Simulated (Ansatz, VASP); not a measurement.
## NbCd3: VASP beside Ansatz

INCAR

```
SYSTEM = NbCd3
PREC = Accurate
ENCUT = 520
EDIFF = 1E-8
ISMEAR = -1
SIGMA = 0.08
LREAL = .False.
LASPH = .True.
NELM = 60
ALGO = Normal
ISIF = 2
LWAVE = .False.
LCHARG = .False.
LEFG = .True.
NBANDS = 32
```

File KPOINTS:

```
Automatic mesh
0
Gamma
  9 9 9
  0 0 0
```

File POSCAR:

```
NbCd3
1.0
    4.1307000000      0.0000000000      0.0000000000
    0.0000000000      4.1307000000      0.0000000000
    0.0000000000      0.0000000000      4.2150000000
Nb Cd
1 3
Direct
    0.0000000000      0.0000000000      0.0000000000
    0.0000000000      0.5000000000      0.5000000000
    0.5000000000      0.0000000000      0.5000000000
    0.5000000000      0.5000000000      0.0000000000
```

Input for Ansatz:

```yaml
crystal:
  lattice:
    - [4.1307, 0.0, 0.0]
    - [0.0, 4.1307, 0.0]
    - [0.0, 0.0, 4.215]
  atoms:
    - { symbol: Nb, position: [0.0, 0.0, 0.0] }
    - { symbol: Cd, position: [0.0, 0.5, 0.5] }
    - { symbol: Cd, position: [0.5, 0.0, 0.5] }
    - { symbol: Cd, position: [0.5, 0.5, 0.0] }
kpoints:
  mp_grid: { grid: [9, 9, 9] }
scf:
  occupations: { method: fermi_dirac, width: 0.08 }
hamiltonian:
  xc: lda
  pseudopotentials: { kind: paw }
output:
  forces: true
  stress: true
  eigenvalues: true
  efg: { contact_densities: true }
```

Change from the starting cell: equal xx and yy strain of -2 %, PAW files.

Alike in both runs: task electric field gradients; functional LDA; k mesh 9 × 9 × 9; occupations fermi-dirac, width 0.08 eV; no spin polarisation.

|  | VASP | Ansatz |
| --- | --- | --- |
| version | VASP 6.6.1 | Ansatz 0.2.0 |
| potentials or method | VASP PAW LDA potentials, release 64 (Nb_sv, Cd) | PAW with Ansatz's default frozen-core files, scalar-relativistic |
| plane-wave cutoff (eV) | 520 | 420 |
| valence electrons in the cell | 49 | 73 |

```csv
,VASP,Ansatz,Ansatz less VASP
pressure (GPa),3.5,2.4,-1.03
"traceless stress, the component that is largest in VASP (GPa)",-1.22,-1.19,+0.024
size of Vzz on the site where it differs most (V/Å²),117.4,118.4,+0.98
```

LDA's correlation is that of Perdew and Zunger in VASP and of Perdew and Wang (1992) in Ansatz. VASP's potentials hold 49 valence electrons a cell and Ansatz's 73, so a difference there can come from the potentials and not from the codes.
